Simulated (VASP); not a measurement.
# P in VASP: further runs

P is run at these levels: r2SCAN; tasks: single point.

Program: VASP 6.6.1. These are calculated values, not measurements. Logs are shortened: lines on timing, memory, paths and dates and some standing lists are left out, and cuts for length are marked.

### Step 1. The cell of the first run

The cell holds a slab with vacuum, 2 atoms: a = 3.154 Å, b = 3.154 Å, c = 28.000 Å, α = 90.00°, β = 90.00°, γ = 120.00°.

### Step 2. Single point, r2SCAN

File POSCAR:

```
P
1.0
    3.1540000000      0.0000000000      0.0000000000
   -1.5770000000      2.7314441236      0.0000000000
    0.0000000000      0.0000000000     28.0000000000
P
2
Direct
    0.3333333333      0.6666666667      0.5140357143
    0.6666666667      0.3333333333      0.4859642857
```

File INCAR.step1:

```
SYSTEM = P
ALGO = Normal
DIPOL = 0.5 0.5 0.500
EDIFF = 1E-4
ENCUT = 520
GGA = PE
IDIPOL = 3
ISMEAR = 0
LASPH = .True.
LCHARG = .False.
LDIPOL = .True.
LREAL = .False.
LWAVE = .True.
NBANDS = 12
NELM = 60
PREC = Accurate
SIGMA = 0.02
```

File INCAR.step2:

```
SYSTEM = P
ALGO = Normal
DIPOL = 0.5 0.5 0.500
EDIFF = 1E-6
ENCUT = 520
IDIPOL = 3
ISIF = 2
ISMEAR = 0
ISTART = 1
LASPH = .True.
LCHARG = .False.
LDIPOL = .True.
LMIXTAU = .True.
LREAL = .False.
LWAVE = .False.
METAGGA = R2SCAN
NBANDS = 12
NELM = 60
PREC = Accurate
SIGMA = 0.02
```

File KPOINTS:

```
k-points
0
Gamma
  9 9 1
  0 0 0
```

Potentials or basis: VASP PAW PBE potentials, release 64 (P).

Run with:

```bash
$ cat potpaw_PBE.64/P/POTCAR > POTCAR
$ cp INCAR.step1 INCAR
$ mpirun -np 1 vasp_std > vasp.out
$ cp INCAR.step2 INCAR
$ mpirun -np 1 vasp_std > vasp.out
```

OUTCAR:

```text
SYSTEM = P
   EDIFF = 1E-6
   ENCUT = 520
   ISIF = 2
   ISMEAR = 0
   ISTART = 1
   LASPH = .True.
   LREAL = .False.
   METAGGA = R2SCAN
   NELM = 60
   PREC = Accurate

 ion  position               nearest neighbor table
   1  0.333  0.667  0.514-   2 1.98   2 1.98   2 1.98
   2  0.667  0.333  0.486-   1 1.98   1 1.98   1 1.98

  LATTYP: Found a hexagonal cell.
 ALAT       =     3.1540000000
 C/A-ratio  =     8.8776157261

  Lattice vectors:

 A1 = (   3.1540000000,   0.0000000000,   0.0000000000)
 A2 = (  -1.5770000000,   2.7314441236,   0.0000000000)
 A3 = (   0.0000000000,   0.0000000000,  28.0000000000)

Analysis of symmetry for initial positions (statically):
=====================================================================
 Subroutine PRICEL returns:
 Original cell was already a primitive cell.

 Routine SETGRP: Setting up the symmetry group for a
 hexagonal supercell.

 Subroutine GETGRP returns: Found 12 space group operations
 (whereof 12 operations were pure point group operations)
 out of a pool of 24 trial point group operations.

The static configuration has the point symmetry D_3d.

Analysis of symmetry for dynamics (positions and initial velocities):
=====================================================================
 Subroutine PRICEL returns:
 Original cell was already a primitive cell.

 Routine SETGRP: Setting up the symmetry group for a
 hexagonal supercell.

 Subroutine GETGRP returns: Found 12 space group operations
 (whereof 12 operations were pure point group operations)
 out of a pool of 24 trial point group operations.

The dynamic configuration has the point symmetry D_3d.

 Subroutine INISYM returns: Found 12 space group operations
 (whereof 12 operations are pure point group operations),
 and found     1 'primitive' translations

----------------------------------------------------------------------------------------

                                     Primitive cell

  volume of cell :     241.2193

  direct lattice vectors                    reciprocal lattice vectors
     3.154000000  0.000000000  0.000000000     0.317057705  0.183053351  0.000000000
    -1.577000000  2.731444124  0.000000000     0.000000000  0.366106702  0.000000000
     0.000000000  0.000000000 28.000000000     0.000000000  0.000000000  0.035714286

  length of vectors
     3.154000000  3.154000000 28.000000000     0.366106702  0.366106702  0.035714286

  position of ions in fractional coordinates (direct lattice)
     0.333333333  0.666666667  0.514035714
     0.666666667  0.333333333  0.485964286

  ion indices of the primitive-cell ions
   primitive index   ion index
                 1           1
                 2           2

----------------------------------------------------------------------------------------

 KPOINTS: k-points

Automatic generation of k-mesh.
 Grid dimensions read from file:
 generate k-points for:    9    9    1

 Generating k-lattice:

  Cartesian coordinates                     Fractional coordinates (reciprocal lattice)
     0.035228634  0.020339261  0.000000000     0.111111111  0.000000000  0.000000000
     0.000000000  0.040678522  0.000000000     0.000000000  0.111111111  0.000000000
     0.000000000  0.000000000  0.035714286     0.000000000  0.000000000  1.000000000

  Length of vectors
     0.040678522  0.040678522  0.035714286

  Shift w.r.t. Gamma in fractional coordinates (k-lattice)
     0.000000000  0.000000000  0.000000000

 Subroutine IBZKPT returns following result:
 ===========================================

 Found     12 irreducible k-points:

 Following reciprocal coordinates:
            Coordinates               Weight
  0.000000  0.000000  0.000000      1.000000
  0.111111  0.000000  0.000000      6.000000
  0.222222  0.000000  0.000000      6.000000
  0.333333  0.000000  0.000000      6.000000
  0.444444  0.000000  0.000000      6.000000
  0.111111  0.111111  0.000000      6.000000
  0.222222  0.111111  0.000000     12.000000
  0.333333  0.111111  0.000000     12.000000
  0.444444  0.111111  0.000000      6.000000
  0.222222  0.222222  0.000000      6.000000
  0.333333  0.222222  0.000000     12.000000
  0.333333  0.333333  0.000000      2.000000
   k-points           NKPTS =     12   k-points in BZ     NKDIM =     12   number of bands    NBANDS=     12
   number of dos      NEDOS =    301   number of ions     NIONS =      2
   total plane-waves  NPLWV = 120960
   dimension x,y,z NGX =    24 NGY =   24 NGZ =  210
   dimension x,y,z NGXF=    48 NGYF=   48 NGZF=  420
   ions per type =               2
   NGX,Y,Z   is equivalent  to a cutoff of  12.65, 12.65, 12.47 a.u.
   NGXF,Y,Z  is equivalent  to a cutoff of  25.30, 25.30, 24.94 a.u.
 SYSTEM =  P
   PREC   = accura    normal or accurate (medium, high low for compatibility)
   ISTART =      1    job   : 0-new  1-cont  2-samecut
   ICHARG =      0    charge: 1-file 2-atom 10-const
   ISPIN  =      1    spin polarized calculation?
   LNONCOLLINEAR =      F non collinear calculations
   LSORBIT =      F    spin-orbit coupling
   LASPH  =      T    aspherical Exc in radial PAW
   ENCUT  =  520.0 eV  38.22 Ry    6.18 a.u.   5.86  5.86 52.06*2*pi/ulx,y,z
   NELM   =     60;   NELMIN=  2; NELMDL=  0     # of ELM steps
   EDIFF  = 0.1E-05   stopping-criterion for ELM
   LREAL  =      F    real-space projection
   EDIFFG = 0.1E-04   stopping-criterion for IOM
   NSW    =      0    number of steps for IOM
   IBRION =     -1    ionic relax: 0-MD 1-quasi-New 2-CG
   NFREE  =      0    steps in history (QN), initial steepest desc. (CG)
   ISIF   =      2    stress and relaxation
   ISYM   =      2    0-nonsym 1-usesym 2-fastsym
   POTIM  = 0.5000    time-step for ionic-motion
   TEBEG  =    0.0;   TEEND  =   0.0 temperature during run
   PSTRESS=    0.0 pullay stress
   NELECT =      10.0000    total number of electrons
   NUPDOWN=      -1.0000    fix difference up-down
   EMIN   =  10.00;   EMAX   =-10.00  energy-range for DOS
   EFERMI =   0.00;   METHOD = LEGACY
   ISMEAR =     0;   SIGMA  =   0.02  broadening in eV -4-tet -1-fermi 0-gaus
   EFERMI_NEDOS =   21; number of points for ismear=-14 and -15
   IALGO  =     38    algorithm
   IMIX   =      4    mixing-type and parameters
     AMIX     =   0.40;   BMIX     =  1.00
     AMIX_MAG =   1.60;   BMIX_MAG =  1.00
  volume/ion in A,a.u.               =     120.61       813.91
  Fermi-wavevector in a.u.,A,eV,Ry     =   0.566592  1.070705  4.367838  0.321027
  Thomas-Fermi vector in A             =   1.605053
   LORBIT       =      0    0 simple, 1 ext, 2 COOP (PROOUT), +10 PAW based schemes
   METAGGA = R2SCAN    functional components
   LHFCALC =     F    Hartree Fock is set to
   AEXX    =    0.0000 exact exchange contribution
   IVDW    =     0    specifies the selected vdW correction
   LEPSILON=     F    determine dielectric tensor
   LRPA    =     F    only Hartree local field effects (RPA)
 non-spin polarized calculation
 Gauss-broadening in eV      SIGMA  =   0.02
  energy-cutoff  :      520.00
  volume of cell :      241.22
 maximum number of plane-waves:      6528
 NGX is ok and might be reduce to    24
   NGX = 11   NGY = 11   NGZ =105

 number of electron      10.0000000 magnetization

 dipolmoment           0.000000      0.000000     -0.000000 electrons x Angstroem

 Free energy of the ion-electron system (eV)
  ---------------------------------------------------
  ext. energy  EPLUGINS =         0.00000000
  ---------------------------------------------------
  free energy    TOTEN  =       -15.92093964 eV

  energy without entropy =      -15.91871903  energy(sigma->0) =      -15.91982934

 E-fermi :  -3.5020     XC(G=0):  -1.8291

 val. band max:       -3.6376674420   @ k =   0.2222   0.1111   0.0000
 cond. band min:      -3.5002587107   @ k =   0.2222   0.0000   0.0000
 fundamental gap:      0.1374087313
 Fermi energy:        -3.5020467587

 k-point     1 :       0.0000    0.0000    0.0000
  band No.  band energies     occupation
      1     -22.2196      2.00000
      2     -11.2162      2.00000
      3      -7.4032      2.00000
      4      -7.4032      2.00000
      5      -3.7583      2.00000
      6      -1.6863      0.00000
      7      -1.6863      0.00000
      8      -0.7339      0.00000
      9       1.4746      0.00000
     10       1.7823      0.00000
     11       2.0795      0.00000
     12       2.2623      0.00000

 k-point     2 :       0.1111    0.0000    0.0000
  band No.  band energies     occupation
      1     -21.9911      2.00000
      2     -11.0092      2.00000
      3      -8.7496      2.00000
      4      -7.8364      2.00000
      5      -3.6436      2.00000
      6      -2.0234      0.00000
      7      -0.8519      0.00000
      8       0.4745      0.00000
      9       1.7706      0.00000
     10       2.0072      0.00000
     11       2.2808      0.00000
     12       2.5188      0.00000

 k-point     3 :       0.2222    0.0000    0.0000
  band No.  band energies     occupation
      1     -21.3132      2.00000
      2     -11.3866      2.00000
      3     -10.2503      2.00000
      4      -8.6487      2.00000
      5      -3.5003      0.89939
      6      -2.8609      0.00000
      7       1.0461      0.00000
      8       1.2840      0.00000
      9       2.3232      0.00000
     10       2.8183      0.00000
     11       3.1030      0.00000
     12       3.2308      0.00000
[... 106 lines left out ...]
 k-point    11 :       0.3333    0.2222    0.0000
  band No.  band energies     occupation
      1     -18.2423      2.00000
      2     -15.9213      2.00000
      3     -12.2519      2.00000
      4      -7.4285      2.00000
      5      -5.4166      2.00000
      6      -0.7195      0.00000
      7       0.2298      0.00000
      8       2.2416      0.00000
      9       3.8410      0.00000
     10       4.4867      0.00000
     11       6.1839      0.00000
     12       6.4994      0.00000

 k-point    12 :       0.3333    0.3333    0.0000
  band No.  band energies     occupation
      1     -16.9798      2.00000
      2     -16.9798      2.00000
      3     -13.0103      2.00000
      4      -6.3201      2.00000
      5      -6.3201      2.00000
      6      -1.3753      0.00000
      7       2.4705      0.00000
      8       3.4286      0.00000
      9       3.4286      0.00000
     10       4.5293      0.00000
     11       4.5293      0.00000
     12       6.4077      0.00000

------------------------ aborting loop because EDIFF is reached ----------------------------------------

 vacuum level on the upper side and lower side of the slab       (xc-potential included)        -0.069        -0.069

  FORCE on cell =-STRESS in cart. coord.  units (eV):
  Direction    XX          YY          ZZ          XY          YZ          ZX
  --------------------------------------------------------------------------------------
  -------------------------------------------------------------------------------------
  Total        9.6602538      9.6602538      5.1974954      0.0000000      0.0000000      0.0000000
  in kB       64.1633572     64.1633572     34.5217381      0.0000000      0.0000000      0.0000000
  external PRESSURE =      54.2828175 kB  Pullay stress =       0.0000000 kB

 VOLUME and BASIS-vectors are now :
 -----------------------------------------------------------------------------
  energy-cutoff  :      520.00
  volume of cell :      241.22
      direct lattice vectors                 reciprocal lattice vectors
     3.154000000  0.000000000  0.000000000     0.317057705  0.183053351  0.000000000
    -1.577000000  2.731444124  0.000000000     0.000000000  0.366106702  0.000000000
     0.000000000  0.000000000 28.000000000     0.000000000  0.000000000  0.035714286

 POSITION                                       TOTAL-FORCE (eV/Angst)
 -----------------------------------------------------------------------------------
     -0.00000      1.82096     14.39300         0.000000     -0.000000      6.626665
      1.57700      0.91048     13.60700        -0.000000      0.000000     -6.626665
 -----------------------------------------------------------------------------------
    total drift:                                0.000000      0.000000      0.000000

  FREE ENERGIE OF THE ION-ELECTRON SYSTEM (eV)
  ---------------------------------------------------
  free  energy   TOTEN  =       -15.9209396402 eV

  energy  without entropy=      -15.9187190322  energy(sigma->0) =      -15.91982934

 vacuum level on the upper side and lower side of the slab         1.750         1.750
```

It took 2.6 min on 1 thread of AMD EPYC 9R45 (Zen 5), shared host; peak memory 0.34 GiB.

What came out:

* Free energy: -15.9209 eV
* Largest force: 6.627 eV/Å
* Band gap on the k mesh: zero (bands 5 and 6 overlap by 0.47 eV)

Forces in eV/Å, atoms in the order of the input:
```
P    0.000  0.000  6.627
P    0.000  0.000 -6.627
```

Levels at points of the mesh, in eV from the Fermi level:
```tsv
k point	band 1	band 2	band 3	band 4	band 5	band 6	band 7	band 8	band 9	band 10
(0.00, 0.00, 0.00)	-18.72	-7.71	-3.90	-3.90	-0.26	1.82	1.82	2.77	4.98	5.28
```

Caveat: the PAW data sets were made with another functional, which shifts forces and pressure a little.

(Part 1 of 2 ends here.)
